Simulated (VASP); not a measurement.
The system is BAs.

```
CELL_PARAMETERS angstrom
0.00000 2.38850 2.38850
2.38850 0.00000 2.38850
2.38850 2.38850 0.00000
ATOMIC_POSITIONS crystal
As 0.75000 0.75000 0.75000
B 0.00000 0.00000 0.00000
```

Base run:

* Program: VASP 6.6.1
* Functional: PBE
* Potentials or basis: VASP PAW PBE potentials, release 64 (As, B)
* Cutoff: 520 eV
* k mesh: 6 × 6 × 6
* Occupations: gaussian, width 0.01 eV
* Spin: no spin polarisation

Its results: band gap on the k mesh 1.27 eV (least direct gap 3.27 eV); pressure 3.5 GPa.

**Question.** The run is repeated on the same cell with these changes: functional from PBE to r2SCANh; occupations from gaussian, width 0.01 eV to fermi-dirac, width 0.05 eV. What comes out?

**Answer.** Band gap on the k mesh 1.96 eV (least direct gap 4.01 eV); pressure -0.3 GPa.

Caveats: the cell stands under pressure (at least some runs); the PAW data sets were made with another functional, which shifts forces and pressure a little (at least some runs).

A k mesh can miss the band edges.
